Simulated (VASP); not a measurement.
Input of a VASP 6.6.1 run:

File POSCAR:

```
KScSe2
1.0
    4.1501713453      0.0000000000      0.0000000000
    0.0000000000      4.1501713453      0.0000000000
    0.0000000000      0.0000000000     12.1077742683
K Se Sc
2 4 2
Direct
    0.5000000000      0.0000000000      0.8912134430
    0.0000000000      0.5000000000      0.1087865570
    0.5000000000      0.0000000000      0.1734903973
    0.0000000000      0.5000000000      0.3967921500
    0.5000000000      0.0000000000      0.6032078500
    0.0000000000      0.5000000000      0.8265096027
    0.5000000000      0.0000000000      0.3744049102
    0.0000000000      0.5000000000      0.6255950898
```

File INCAR.step1:

```
SYSTEM = KScSe2
PREC = Accurate ; ENCUT = 520
ISMEAR = -1 ; SIGMA = 0.03
LREAL = .False. ; LASPH = .True.
NELM = 80 ; NBANDS = 42
GGA = PE ; ALGO = Normal
EDIFF = 1E-4 ; LWAVE = .True.
LCHARG = .False.
```

File INCAR.step2:

```
SYSTEM = KScSe2
PREC = Accurate ; ENCUT = 520
EDIFF = 1E-6 ; ISMEAR = -1
SIGMA = 0.03 ; LREAL = .False.
LASPH = .True. ; NELM = 80
ALGO = Normal ; ISIF = 2
LWAVE = .False. ; LCHARG = .True.
METAGGA = R2SCAN ; LMIXTAU = .True.
LUSE_VDW = .True. ; IVDW_NL = 2
BPARAM = 11.95 ; CPARAM = 0.0093
LELF = .True. ; LVHAR = .True.
NBANDS = 42 ; ISTART = 1
```

File KPOINTS:

```
regular mesh
0
Gamma
  6 6 2
  0 0 0
```

Potentials or basis: VASP PAW PBE potentials, release 64 (K_sv, Se, Sc_sv).

The run is started by

```sh
$ cat potpaw_PBE.64/K_sv/POTCAR potpaw_PBE.64/Se/POTCAR potpaw_PBE.64/Sc_sv/POTCAR > POTCAR
$ cp INCAR.step1 INCAR
$ mpirun -np 1 vasp_std > vasp.out
$ cp INCAR.step2 INCAR
$ mpirun -np 1 vasp_std > vasp.out
```

(1) Predict the band gap on the k mesh.

(2) Predict the largest force.

## Answers

(1) 0.57 eV.

(2) 0.050 eV/Å.

Caveat: the PAW data sets were made with another functional, which shifts forces and pressure a little.
